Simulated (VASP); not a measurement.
# Au (Im-3m) in VASP: a run that goes wrong, beside a sound one

Two runs on Au: the first has a flaw, the second is sound.

All numbers are computed with VASP 6.6.1; they aren't measurements. Logs are shortened: lines on timing, memory, paths and dates and some standing lists are left out, and cuts for length are marked.

## Step 1: The cell of the first run

Symmetry: Im-3m, No. 229, cubic system. The conventional cell has a = 3.315 Å, b = 3.315 Å, c = 3.315 Å, α = 90.00°, β = 90.00°, γ = 90.00°. Within 3.8 Å of Au (site symmetry m-3m) lie 14 Au at 2.87 to 3.31 Å.

This isn't the form of Au at room conditions, which is fcc.

## Step 2: A run with an altered input

File INCAR:

```
SYSTEM = Au
GGA = AM
ISMEAR = 1
SIGMA = 0.1
LWAVE = .FALSE.
LCHARG = .FALSE.
ISIF = 2
PREC = Accurate
LASPH = .TRUE.
LREAL = .FALSE.
ALGO = Normal
EDIFF = 1E-6
NELM = 60
GGA_COMPAT = .FALSE.
ENCUT = 400
ICHARG = 11
```

File KPOINTS:

```
k-points
0
Gamma
  14 14 14
```

File POSCAR:

```
Au
1.0
   -1.6572690000      1.6572690000      1.6572690000
    1.6572690000     -1.6572690000      1.6572690000
    1.6572690000      1.6572690000     -1.6572690000
Au
1
Direct
    0.0000000000      0.0000000000      0.0000000000
```

Potentials or basis: VASP PAW PBE potentials, release 64 (Au).

On the command line:

```
cat potpaw_PBE.64/Au/POTCAR > POTCAR
mpirun -np 1 vasp_std > vasp.out
```

OUTCAR:

```text
SYSTEM = Au
   GGA = AM
   ISMEAR = 1
   ISIF = 2
   PREC = Accurate
   LASPH = .TRUE.
   LREAL = .FALSE.
   EDIFF = 1E-6
   NELM = 60
   ENCUT = 400
[... 27 lines left out ...]
   LASPH  =      T    aspherical Exc in radial PAW
   ENCUT  =  400.0 eV  29.40 Ry    5.42 a.u.   4.68  4.68  4.68*2*pi/ulx,y,z
   NELM   =     60;   NELMIN=  2; NELMDL= -5     # of ELM steps
   EDIFF  = 0.1E-05   stopping-criterion for ELM
   LREAL  =      F    real-space projection
   EDIFFG = 0.1E-04   stopping-criterion for IOM
   NSW    =      0    number of steps for IOM
   IBRION =     -1    ionic relax: 0-MD 1-quasi-New 2-CG
   NFREE  =      0    steps in history (QN), initial steepest desc. (CG)
   ISIF   =      2    stress and relaxation
[... 22 lines left out ...]
   AEXX    =    0.0000 exact exchange contribution
   IVDW    =     0    specifies the selected vdW correction
   LEPSILON=     F    determine dielectric tensor
   LRPA    =     F    only Hartree local field effects (RPA)

   CSHIFT  =0.1000    complex shift for real part using Kramers Kronig

   OMEGAMAX=  -1.0    maximum frequency
 non-spin polarized calculation
 Methfessel and Paxton  Order N= 1 SIGMA  =   0.10
  energy-cutoff  :      400.00
  volume of cell :       18.21
 maximum number of plane-waves:       370
```

On the terminal:

```text
POSCAR found type information on POSCAR Au
 POSCAR found :  1 types and       1 ions
[... 33 lines left out ...]

1
```

It took 0.6 s on 1 thread of Intel Xeon Platinum 8259CL at 2.50GHz (Skylake/Cascade Lake), shared host.

The program refused the input. What is wrong with the input: restart asked without its files (ICHARG = 11).

## Step 3: Single point, AM05

INCAR, as its differences from that of step 2:

```diff
@@ -12,5 +12,4 @@
 EDIFF = 1E-6
-NELM = 60
+NELM = 120
 GGA_COMPAT = .FALSE.
 ENCUT = 400
-ICHARG = 11
```

KPOINTS is that of step 2.

POSCAR is that of step 2.

Potentials or basis: VASP PAW PBE potentials, release 64 (Au).

On the command line:

```
cat potpaw_PBE.64/Au/POTCAR > POTCAR
mpirun -np 1 vasp_std > vasp.out
```

It took 12 s on 1 thread of Intel Xeon Platinum 8259CL at 2.50GHz (Skylake/Cascade Lake), shared host; peak memory 0.13 GiB.

The run converged. Its results:

| Item | Value |
| --- | --- |
| Free energy | -3.5307 eV |
| Pressure | -10.2 GPa |
| Band gap on the k mesh | zero (an odd number of electrons rules out a gap without spin polarisation) |

Levels at points of the mesh, in eV from the Fermi level:
| k point | band 1 | band 2 | band 3 | band 4 | band 5 | band 6 | band 7 | band 8 | band 9 |
| --- | --- | --- | --- | --- | --- | --- | --- | --- | --- |
| (0.00, 0.00, 0.00) | -9.27 | -4.58 | -4.58 | -4.58 | -2.83 | -2.83 | 16.41 | 16.41 | 16.41 |
| (0.50, 0.00, 0.00) | -6.74 | -5.55 | -2.96 | -2.65 | -1.46 | -0.46 | 3.13 | 12.24 | 13.40 |
| (0.50, 0.50, 0.50) | -6.32 | -6.32 | -1.81 | -1.81 | -1.81 | 6.15 | 6.15 | 6.15 | 8.89 |

Caveat: the cell stands under tension; the PAW data sets were made with another functional, which shifts forces and pressure a little; spin-orbit coupling is left out, which moves the levels of the heavy elements.
